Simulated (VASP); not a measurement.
# Cu2W (P6/mmm) in VASP: a series of runs

Cu2W is run at these levels: PBE; tasks: single point, relaxation of cell and atoms.

Everything below comes from runs of VASP 6.6.1. Logs are shortened: lines on timing, memory, paths and dates and some standing lists are left out, and cuts for length are marked.

### 1 The cell of the first run

It takes space group P6/mmm (No. 191, hexagonal). The conventional cell has a = 3.411 Å, b = 3.411 Å, c = 3.445 Å, α = 90.00°, β = 90.00°, γ = 120.00°. Cu (site symmetry -6m2) has 3 Cu at 1.97 Å within 2.6 Å. Within 3.5 Å of W (site symmetry 6/mmm) lie 12 Cu at 2.62 Å and 8 W at 3.41 to 3.44 Å.

### 2 Single point, PBE

The input, INCAR:

```
PREC = Accurate
ENCUT = 520
EDIFF = 1E-7
ISMEAR = 0
SIGMA = 0.1
LREAL = F
LASPH = T
NELM = 100
ALGO = Fast
ISIF = 2
LWAVE = F
LCHARG = F
GGA = PE
NBANDS = 25
```

The input, KPOINTS:

```
regular mesh
0
Gamma
  6 6 6
```

The input, POSCAR:

```
Cu2W
1.0
    3.4110410000      0.0000000000      0.0000000000
   -1.7055205000      2.9540481600      0.0000000000
    0.0000000000      0.0000000000      3.4449238600
Cu W
2 1
Direct
    0.3333333300      0.6666666700      0.5000000000
    0.6666666700      0.3333333300      0.5000000000
    0.0000000000      0.0000000000      0.0000000000
```

Potentials or basis: VASP PAW PBE potentials, release 64 (Cu, W_sv).

On the command line:

```bash
cat potpaw_PBE.64/Cu/POTCAR potpaw_PBE.64/W_sv/POTCAR > POTCAR
mpirun -np 1 vasp_std > vasp.out
```

OUTCAR:

```text
PREC = Accurate
   ENCUT = 520
   EDIFF = 1E-7
   ISMEAR = 0
   LREAL = F
   LASPH = T
   NELM = 100
   ISIF = 2
   GGA = PE

 ion  position               nearest neighbor table
   1  0.333  0.667  0.500-   2 1.97   2 1.97   2 1.97   3 2.62   3 2.62   3 2.62   3 2.62   3 2.62
                             3 2.62
   2  0.667  0.333  0.500-   1 1.97   1 1.97   1 1.97   3 2.62   3 2.62   3 2.62   3 2.62   3 2.62
                             3 2.62
   3  0.000  0.000  0.000-   1 2.62   2 2.62   1 2.62   2 2.62   2 2.62   2 2.62   1 2.62   1 2.62
                             2 2.62   2 2.62   1 2.62   1 2.62

  LATTYP: Found a hexagonal cell.
 ALAT       =     3.4110410000
 C/A-ratio  =     1.0099332902

  Lattice vectors:

 A1 = (   3.4110410000,   0.0000000000,   0.0000000000)
 A2 = (  -1.7055205000,   2.9540481600,   0.0000000000)
 A3 = (   0.0000000000,   0.0000000000,   3.4449238600)

Analysis of symmetry for initial positions (statically):
=====================================================================
 Subroutine PRICEL returns:
 Original cell was already a primitive cell.

 Routine SETGRP: Setting up the symmetry group for a
 hexagonal supercell.

 Subroutine GETGRP returns: Found 24 space group operations
 (whereof 24 operations were pure point group operations)
 out of a pool of 24 trial point group operations.

The static configuration has the point symmetry D_6h.

Analysis of symmetry for dynamics (positions and initial velocities):
=====================================================================
 Subroutine PRICEL returns:
 Original cell was already a primitive cell.

 Routine SETGRP: Setting up the symmetry group for a
 hexagonal supercell.

 Subroutine GETGRP returns: Found 24 space group operations
 (whereof 24 operations were pure point group operations)
 out of a pool of 24 trial point group operations.

The dynamic configuration has the point symmetry D_6h.

 Subroutine INISYM returns: Found 24 space group operations
 (whereof 24 operations are pure point group operations),
 and found     1 'primitive' translations

----------------------------------------------------------------------------------------

                                     Primitive cell

  volume of cell :      34.7124

  direct lattice vectors                    reciprocal lattice vectors
     3.411041000  0.000000000  0.000000000     0.293165635  0.169259258  0.000000000
    -1.705520500  2.954048160  0.000000000     0.000000000  0.338518516  0.000000000
     0.000000000  0.000000000  3.444923860     0.000000000  0.000000000  0.290282178

  length of vectors
     3.411041000  3.411041001  3.444923860     0.338518516  0.338518516  0.290282178

  position of ions in fractional coordinates (direct lattice)
     0.333333330  0.666666670  0.500000000
     0.666666670  0.333333330  0.500000000
     0.000000000  0.000000000  0.000000000

  ion indices of the primitive-cell ions
   primitive index   ion index
                 1           1
                 2           2
                 3           3

----------------------------------------------------------------------------------------

 KPOINTS: regular mesh

Automatic generation of k-mesh.
 Grid dimensions read from file:
 generate k-points for:    6    6    6

 Generating k-lattice:

  Cartesian coordinates                     Fractional coordinates (reciprocal lattice)
     0.048860939  0.028209876  0.000000000     0.166666667 -0.000000000  0.000000000
     0.000000000  0.056419753  0.000000000     0.000000000  0.166666667  0.000000000
     0.000000000  0.000000000  0.048380363     0.000000000  0.000000000  0.166666667

  Length of vectors
     0.056419753  0.056419753  0.048380363

  Shift w.r.t. Gamma in fractional coordinates (k-lattice)
     0.000000000  0.000000000  0.000000000

 Subroutine IBZKPT returns following result:
 ===========================================

 Found     28 irreducible k-points:

 Following reciprocal coordinates:
            Coordinates               Weight
  0.000000  0.000000  0.000000      1.000000
  0.166667  0.000000  0.000000      6.000000
  0.333333  0.000000  0.000000      6.000000
  0.500000  0.000000  0.000000      3.000000
  0.166667  0.166667  0.000000      6.000000
  0.333333  0.166667  0.000000     12.000000
[... 16 lines left out ...]
  0.166667  0.000000  0.500000      6.000000
  0.333333  0.000000  0.500000      6.000000
 [... further k-points ...]
   k-points           NKPTS =     28   k-points in BZ     NKDIM =     28   number of bands    NBANDS=     25
   number of dos      NEDOS =    301   number of ions     NIONS =      3
   total plane-waves  NPLWV =  21952
   dimension x,y,z NGX =    28 NGY =   28 NGZ =   28
   dimension x,y,z NGXF=    56 NGYF=   56 NGZF=   56
   ions per type =               2   1
   NGX,Y,Z   is equivalent  to a cutoff of  13.65, 13.65, 13.51 a.u.
   NGXF,Y,Z  is equivalent  to a cutoff of  27.29, 27.29, 27.02 a.u.
 SYSTEM =  unknown system
[... 32 lines left out ...]
  Thomas-Fermi vector in A             =   2.744907
   LORBIT       =      0    0 simple, 1 ext, 2 COOP (PROOUT), +10 PAW based schemes
   GGA     = PE    functional components
   LHFCALC =     F    Hartree Fock is set to
   AEXX    =    0.0000 exact exchange contribution
   IVDW    =     0    specifies the selected vdW correction
   LEPSILON=     F    determine dielectric tensor
   LRPA    =     F    only Hartree local field effects (RPA)
 non-spin polarized calculation
 RMM-DIIS sequential band-by-band and
 Gauss-broadening in eV      SIGMA  =   0.10
  energy-cutoff  :      520.00
  volume of cell :       34.71
 maximum number of plane-waves:       960
 NGX is ok and might be reduce to    28
   NGX = 13   NGY = 13   NGZ = 13

 number of electron      36.0000021 magnetization

 Free energy of the ion-electron system (eV)
  ---------------------------------------------------
  ext. energy  EPLUGINS =         0.00000000
  ---------------------------------------------------
  free energy    TOTEN  =       -15.32463676 eV

  energy without entropy =      -15.31080900  energy(sigma->0) =      -15.31772288

 E-fermi :  10.9460     XC(G=0): -13.8415

 val. band max:       10.9440775715   @ k =   0.1667   0.1667   0.0000
 cond. band min:      10.9498788919   @ k =   0.3333   0.0000   0.3333
 fundamental gap:      0.0058013203
 Fermi energy:        10.9460034874

 k-point     1 :       0.0000    0.0000    0.0000
  band No.  band energies     occupation
      1     -63.2211      2.00000
      2     -27.4027      2.00000
      3     -27.3446      2.00000
      4     -27.3446      2.00000
      5       0.4883      2.00000
      6       4.4425      2.00000
[... 17 lines left out ...]
     24      21.8214      0.00000
     25      22.7960      0.00000

 k-point     2 :       0.1667    0.0000    0.0000
  band No.  band energies     occupation
      1     -63.2197      2.00000
      2     -27.3995      2.00000
      3     -27.3822      2.00000
      4     -27.3535      2.00000
      5       1.0786      2.00000
      6       4.7695      2.00000
[... 17 lines left out ...]
     24      21.7945      0.00000
     25      23.2926      0.00000

 k-point     3 :       0.3333    0.0000    0.0000
  band No.  band energies     occupation
      1     -63.2167      2.00000
      2     -27.4566      2.00000
      3     -27.3930      2.00000
      4     -27.3711      2.00000
      5       2.6415      2.00000
      6       4.6657      2.00000
[... 17 lines left out ...]
     24      21.9263      0.00000
     25      23.5586      0.00000

 k-point     4 :       0.5000    0.0000    0.0000
  band No.  band energies     occupation
      1     -63.2153      2.00000
      2     -27.4933      2.00000
      3     -27.3898      2.00000
      4     -27.3799      2.00000
      5       3.8978      2.00000
      6       4.6652      2.00000
[... 17 lines left out ...]
     24      21.0319      0.00000
     25      23.1142      0.00000
[... 477 lines left out ...]
 k-point    22 :       0.0000    0.0000    0.5000
  band No.  band energies     occupation
      1     -63.2183      2.00000
      2     -27.5086      2.00000
      3     -27.3377      2.00000
      4     -27.3377      2.00000
      5       3.3351      2.00000
      6       4.3771      2.00000
[... 17 lines left out ...]
     24      20.2657      0.00000
     25      22.7559      0.00000

 k-point    23 :       0.1667    0.0000    0.5000
  band No.  band energies     occupation
      1     -63.2169      2.00000
      2     -27.5019      2.00000
      3     -27.3733      2.00000
      4     -27.3471      2.00000
      5       3.5206      2.00000
      6       4.7200      2.00000
[... 17 lines left out ...]
     24      21.3214      0.00000
     25      22.5620      0.00000

 k-point    24 :       0.3333    0.0000    0.5000
  band No.  band energies     occupation
      1     -63.2142      2.00000
      2     -27.4886      2.00000
      3     -27.4438      2.00000
      4     -27.3658      2.00000
      5       3.9588      2.00000
      6       4.8627      2.00000
[... 17 lines left out ...]
     24      21.4326      0.00000
     25      21.7196      0.00000

 [... further k-points ...]
[... 5 lines left out ...]
  --------------------------------------------------------------------------------------
  -------------------------------------------------------------------------------------
  Total       19.9911591     19.9911591      4.3376068      0.0000000     -0.0000000      0.0000000
  in kB      922.7082817    922.7082821    200.2057863      0.0000000     -0.0000000      0.0000000
  external PRESSURE =     681.8741167 kB  Pullay stress =       0.0000000 kB

 VOLUME and BASIS-vectors are now :
 -----------------------------------------------------------------------------
  energy-cutoff  :      520.00
  volume of cell :       34.71
      direct lattice vectors                 reciprocal lattice vectors
     3.411041000  0.000000000  0.000000000     0.293165635  0.169259258  0.000000000
    -1.705520500  2.954048160  0.000000000     0.000000000  0.338518516  0.000000000
     0.000000000  0.000000000  3.444923860     0.000000000  0.000000000  0.290282178

 POSITION                                       TOTAL-FORCE (eV/Angst)
 -----------------------------------------------------------------------------------
     -0.00000      1.96937      1.72246         0.000000     -0.000000     -0.000000
      1.70552      0.98468      1.72246        -0.000000      0.000000      0.000000
      0.00000      0.00000      0.00000        -0.000000      0.000000      0.000000
 -----------------------------------------------------------------------------------
    total drift:                                0.000000      0.000000      0.000000

  FREE ENERGIE OF THE ION-ELECTRON SYSTEM (eV)
  ---------------------------------------------------
  free  energy   TOTEN  =       -15.3246367606 eV

  energy  without entropy=      -15.3108090010  energy(sigma->0) =      -15.31772288
```

Wall time 17 s (1 thread of Intel Xeon 6975P-C (Granite Rapids), shared host); peak memory 0.16 GiB.

Results:

```yaml
Free_energy: -15.3246 eV
Pressure: 68.2 GPa
Band_gap_on_the_k_mesh: zero (band 18 reaches 11.70 eV, above the bottom of band 19 at 10.01 eV)
```

Stress tensor (GPa, compression positive):
```
92.27  0.00  0.00
 0.00 92.27  0.00
 0.00  0.00 20.02
```

Levels at points of the mesh, in eV from the Fermi level:
| k point | band 14 | band 15 | band 16 | band 17 | band 18 | band 19 | band 20 | band 21 | band 22 | band 23 |
| --- | --- | --- | --- | --- | --- | --- | --- | --- | --- | --- |
| (0.00, 0.00, 0.00) | -3.42 | -2.92 | -1.16 | -1.16 | -0.77 | 1.82 | 1.82 | 2.82 | 9.99 | 10.88 |
| (0.50, 0.00, 0.00) | -2.43 | -2.36 | -1.06 | -0.40 | -0.06 | 1.91 | 2.01 | 2.78 | 2.85 | 9.63 |
| (0.00, 0.00, 0.50) | -2.82 | -2.82 | -2.49 | 0.76 | 0.76 | 1.38 | 1.38 | 1.61 | 8.67 | 8.67 |
| (0.50, 0.00, 0.50) | -2.35 | -2.21 | -1.98 | -1.94 | -1.57 | 0.23 | 2.19 | 2.28 | 5.03 | 8.00 |

Caveat: spin-orbit coupling is left out, which moves the levels of the heavy elements.

### 3 Single point, PBE

This run uses another cell than the first one, of 13.22 Å³/atom, 1.143 times its volume.

The input, INCAR:

```
SYSTEM = Cu2W
ALGO = Fast
EDIFF = 1E-6
ENCUT = 520
GGA = PE
ISIF = 2
ISMEAR = 0
LASPH = .True.
LCHARG = .False.
LREAL = .False.
LWAVE = .False.
NBANDS = 25
NELM = 80
PREC = Accurate
SIGMA = 0.1
```

The input, KPOINTS:

```
k-points
0
Gamma
  6 6 6
  0 0 0
```

The input, POSCAR:

```
Cu2W
1.0
    4.2420040677      0.0000000000      0.0000000000
   -2.1210020338      3.6736832856      0.0000000000
    0.0000000000      0.0000000000      2.5458732542
Cu W
2 1
Direct
    0.3333333333      0.6666666667      0.5000000000
    0.6666666667      0.3333333333      0.5000000000
    0.0000000000      0.0000000000      0.0000000000
```

Potentials or basis: VASP PAW PBE potentials, release 64 (Cu, W_sv).

On the command line:

```bash
cat potpaw_PBE.64/Cu/POTCAR potpaw_PBE.64/W_sv/POTCAR > POTCAR
mpirun -np 1 vasp_std > vasp.out
```

Run time: 13 s. Hardware: 1 thread of Intel Xeon 6975P-C (Granite Rapids), shared host; peak memory 0.16 GiB.

The run converged. Its results:

```yaml
Free_energy: -19.3462 eV
Pressure: 0.6 GPa
Band_gap_on_the_k_mesh: zero (band 18 reaches 9.83 eV, above the bottom of band 19 at 8.94 eV)
```

Levels at points of the mesh, in eV from the Fermi level:
```tsv
k point	band 14	band 15	band 16	band 17	band 18	band 19	band 20	band 21	band 22	band 23
(0.00, 0.00, 0.00)	-3.24	-2.86	-2.86	-2.68	-2.68	3.21	3.21	4.04	4.81	4.81
(0.50, 0.00, 0.00)	-3.04	-2.91	-2.72	-2.59	-0.72	-0.11	0.02	2.85	3.26	7.08
(0.00, 0.00, 0.50)	-3.51	-2.24	-0.95	-0.95	-0.30	1.21	1.21	6.03	6.03	6.29
(0.50, 0.00, 0.50)	-2.88	-2.85	-1.84	-1.36	0.15	0.63	1.14	1.88	6.08	8.02
```

Caveat: the k points lie up to 0.41 Å⁻¹ apart; spin-orbit coupling is left out, which moves the levels of the heavy elements.

### 4 Relaxation of cell and atoms, PBE

The input, INCAR:

```
SYSTEM = Cu2W
PREC = Accurate
ENCUT = 600
EDIFF = 1E-6
ISMEAR = 0
SIGMA = 0.1
LREAL = .FALSE.
LASPH = .TRUE.
NELM = 100
ALGO = Normal
ISIF = 3
LWAVE = .FALSE.
LCHARG = .FALSE.
GGA = PE
IBRION = 2
NSW = 90
EDIFFG = -0.04
```

The input, KPOINTS:

```
Automatic mesh
0
G
  6 6 6
  0 0 0
```

The input, POSCAR:

```
Cu2W
1.0
    3.4110410000      0.0000000000      0.0000000000
   -1.7055205000      2.9540481600      0.0000000000
    0.0000000000      0.0000000000      3.4449238600
Cu W
2 1
Direct
    0.3333333300      0.6666666700      0.5000000000
    0.6666666700      0.3333333300      0.5000000000
    0.0000000000      0.0000000000      0.0000000000
```

On the command line:

```bash
cat potpaw_PBE.64/Cu/POTCAR potpaw_PBE.64/W_sv/POTCAR > POTCAR
mpirun -np 1 vasp_std > vasp.out
```

It took 2.6 min on 1 thread of Intel Xeon 6975P-C (Granite Rapids), shared host; peak memory 0.18 GiB.

Results (log left out):

| Property | Result |
| --- | --- |
| Free energy | -19.3283 eV |
| Relaxed volume | 13.24 Å³/atom |
| Relaxed cell | a = 4.239 Å, b = 4.239 Å, c = 2.553 Å, α = 90.00°, β = 90.00°, γ = 120.00° |
| Space group after relaxing (to 0.05 Å) | P6/mmm (No. 191) |
| Energy gained by relaxing | 1334.4 meV/atom |
| Ionic steps | 15 |
| Pressure after relaxing | -0.1 GPa |
| Band gap on the k mesh | zero (band 18 reaches 9.80 eV, above the bottom of band 19 at 8.92 eV) |

Stress tensor (GPa, compression positive):
```
 0.04  0.00  0.00
 0.00  0.04  0.00
 0.00  0.00 -0.37
```

Step by step:
| step | energy change (eV) | largest force (eV/Å) | pressure (GPa) | volume (Å³) |
| --- | --- | --- | --- | --- |
| 1 | 0.0000 | 0.0000 | 68.27 | 34.71 |
| 2 | 0.5541 | 0.0000 | -28.49 | 64.89 |
| 3 | -1.9926 | 0.0000 | -11.35 | 45.53 |
| 4 | -2.0075 | 0.0000 | -8.66 | 44.78 |
| 5 | -2.0096 | 0.0000 | -7.51 | 44.44 |
| 6 | -2.9197 | 0.0000 | -6.52 | 42.47 |
| 7 | 0.8101 | 0.0000 | 108.22 | 33.02 |
| 8 | -3.2518 | 0.0000 | -5.04 | 41.60 |
| 9 | -3.9411 | 0.0000 | 10.74 | 37.85 |
| 10 | -3.9488 | 0.0000 | 8.63 | 38.15 |
| 11 | -3.8954 | 0.0000 | -8.20 | 41.99 |
| 12 | -4.0029 | 0.0000 | 0.21 | 39.70 |
| 13 | -4.0029 | 0.0000 | 0.28 | 39.67 |
| 14 | -4.0029 | 0.0000 | 0.42 | 39.64 |
| 15 | -4.0031 | 0.0000 | -0.10 | 39.73 |

Final structure:
```cif
data_structure
_symmetry_space_group_name_H-M 'P 1'
_symmetry_Int_Tables_number 1
_cell_length_a 4.2391
_cell_length_b 4.2391
_cell_length_c 2.5529
_cell_angle_alpha 90.000
_cell_angle_beta 90.000
_cell_angle_gamma 120.000
_cell_volume 39.73
loop_
_atom_site_label
_atom_site_type_symbol
_atom_site_fract_x
_atom_site_fract_y
_atom_site_fract_z
_atom_site_occupancy
Cu1 Cu 0.33333 0.66667 0.50000 1
Cu2 Cu 0.66667 0.33333 0.50000 1
W1 W 0.00000 0.00000 0.00000 1
```

Levels at points of the mesh, in eV from the Fermi level:
```
           k point  band 15  band 16  band 17  band 18  band 19  band 20  band 21  band 22
(0.00, 0.00, 0.00)    -2.86    -2.86    -2.67    -2.67     3.17     3.17     4.07     4.83
(0.50, 0.00, 0.00)    -2.91    -2.71    -2.58    -0.71    -0.10     0.03     2.81     3.22
(0.00, 0.00, 0.50)    -2.24    -0.93    -0.93    -0.33     1.20     1.20     6.02     6.02
(0.50, 0.00, 0.50)    -2.85    -1.85    -1.37     0.15     0.60     1.14     1.87     6.07
```

Caveat: spin-orbit coupling is left out, which moves the levels of the heavy elements.

### 5 Single point, PBE

This run uses another cell than the first one, of 13.25 Å³/atom, 1.145 times its volume.

The input, INCAR:

```
PREC = Accurate
ENCUT = 520
EDIFF = 1E-6
ISMEAR = 0
SIGMA = 0.1
LREAL = F
LASPH = T
NELM = 60
ALGO = Fast
ISIF = 2
LWAVE = F
LCHARG = F
GGA = PE
NBANDS = 25
```

The input, KPOINTS:

```
Automatic mesh
0
Gamma
  12 12 18
```

The input, POSCAR:

```
Cu2W
1.0
    4.2176456014      0.0000000000      0.0000000000
   -2.1088228007      3.6525882350      0.0000000000
    0.0000000000      0.0000000000      2.5807833465
Cu W
2 1
Direct
    0.3333333333      0.6666666667      0.5000000000
    0.6666666667      0.3333333333      0.5000000000
    0.0000000000      0.0000000000      0.0000000000
```

On the command line:

```bash
cat potpaw_PBE.64/Cu/POTCAR potpaw_PBE.64/W_sv/POTCAR > POTCAR
mpirun -np 1 vasp_std > vasp.out
```

Run time: 74 s. Hardware: 1 thread of Intel Xeon 6975P-C (Granite Rapids), shared host; peak memory 0.28 GiB.

The run converged. Its results:

| Property | Result |
| --- | --- |
| Free energy | -19.2632 eV |
| Pressure | 0.6 GPa |
| Band gap on the k mesh | zero (band 18 reaches 9.75 eV, above the bottom of band 19 at 8.90 eV) |

Stress tensor (GPa, compression positive):
```
0.61 0.00 0.00
0.00 0.61 0.00
0.00 0.00 0.50
```

Levels at points of the mesh, in eV from the Fermi level:
```
           k point  band 15  band 16  band 17  band 18  band 19  band 20  band 21  band 22
(0.00, 0.00, 0.00)    -2.92    -2.92    -2.65    -2.65     3.06     3.06     4.19     4.93
(0.50, 0.00, 0.00)    -2.84    -2.76    -2.59    -0.65    -0.06     0.04     2.66     3.11
(0.00, 0.00, 0.50)    -2.29    -0.84    -0.84    -0.50     1.15     1.15     5.99     5.99
(0.50, 0.00, 0.50)    -2.87    -1.90    -1.44     0.08     0.46     1.10     1.85     6.09
```

Caveat: spin-orbit coupling is left out, which moves the levels of the heavy elements.

### 6 The runs side by side

```tsv
task	cell	k mesh	cutoff (eV)	gap on the mesh (eV)	pressure (GPa)
single point	a = 3.411, b = 3.411, c = 3.445 Å, angles 90.0, 90.0, 120.0°, 3 atoms	6 × 6 × 6	520	none	68.2
single point	a = 4.242, b = 4.242, c = 2.546 Å, angles 90.0, 90.0, 120.0°, 3 atoms	6 × 6 × 6	520	none	0.6
relaxation of cell and atoms	relaxed from a = 3.411, b = 3.411, c = 3.445 Å, angles 90.0, 90.0, 120.0°, 3 atoms	6 × 6 × 6	600	none	-0.1
single point	a = 4.218, b = 4.218, c = 2.581 Å, angles 90.0, 90.0, 120.0°, 3 atoms	12 × 12 × 18	520	none	0.6
```

Alike in all rows: level PBE; potentials or basis VASP PAW PBE potentials, release 64 (Cu, W_sv); no spin polarisation; smearing gaussian 0.1 eV.

Caveats: some runs use coarse meshes; spin-orbit coupling is left out, which moves the levels of the heavy elements.

Absolute energies hang on the potentials; compare differences alone.
